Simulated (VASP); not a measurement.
Input of a VASP 6.6.1 run:

File INCAR:

```
ALGO     = Normal         # electronic algorithm
EDIFF    = 1E-7           # SCF threshold, eV
EDIFFG   = -0.02          # ionic threshold
ENCUT    = 520            # plane-wave cutoff, eV
GGA      = PS             # functional
IBRION   = 2              # ionic algorithm
ISIF     = 2              # what is computed and relaxed
ISMEAR   = 0              # smearing method
LASPH    = T              # aspherical terms in the spheres
LCHARG   = F              # write CHGCAR
LREAL    = Auto         
LWAVE    = F              # write WAVECAR
NELECT   = 134.0        
NELM     = 100            # most SCF steps
NSW      = 80             # ionic steps
PREC     = Accurate       # precision mode
SIGMA    = 0.02           # smearing width, eV
```

File KPOINTS:

```
k-points
0
Gamma
  2 2 2
```

The input POSCAR:

```
Zn7Se8
1.0
    0.0000000000      5.6332473971     -5.6332473971
    5.6332473971      5.6332473971      0.0000000000
    5.6332473971      0.0000000000     -5.6332473971
Zn Se
7 8
Direct
    0.5000000000      0.5000000000      0.0000000000
    1.0000000000      0.5000000000      0.0000000000
    1.0000000000      0.0000000000      0.0000000000
    0.5000000000      0.5000000000      0.5000000000
    0.5000000000      0.0000000000      0.5000000000
    1.0000000000      0.5000000000      0.5000000000
    1.0000000000      0.0000000000      0.5000000000
    0.3750000000      0.3750000000      0.3750000000
    0.3750000000      0.8750000000      0.3750000000
    0.8750000000      0.3750000000      0.3750000000
    0.8750000000      0.8750000000      0.3750000000
    0.3750000000      0.3750000000      0.8750000000
    0.3750000000      0.8750000000      0.8750000000
    0.8750000000      0.3750000000      0.8750000000
    0.8750000000      0.8750000000      0.8750000000
```

Potentials or basis: VASP PAW PBE potentials, release 64 (Zn, Se).

Run with:

```bash
$ cat potpaw_PBE.64/Zn/POTCAR potpaw_PBE.64/Se/POTCAR > POTCAR
$ mpirun -np 1 vasp_std > vasp.out
```

(1) What does it give for the energy gained by relaxing?

Results:

(1) 41.1 meV/atom.

Caveat: the k points lie up to 0.48 Å⁻¹ apart; the cell carries a net charge on a neutralising background, which shifts energy and pressure; the cell differs from its parent crystal (atoms taken out).
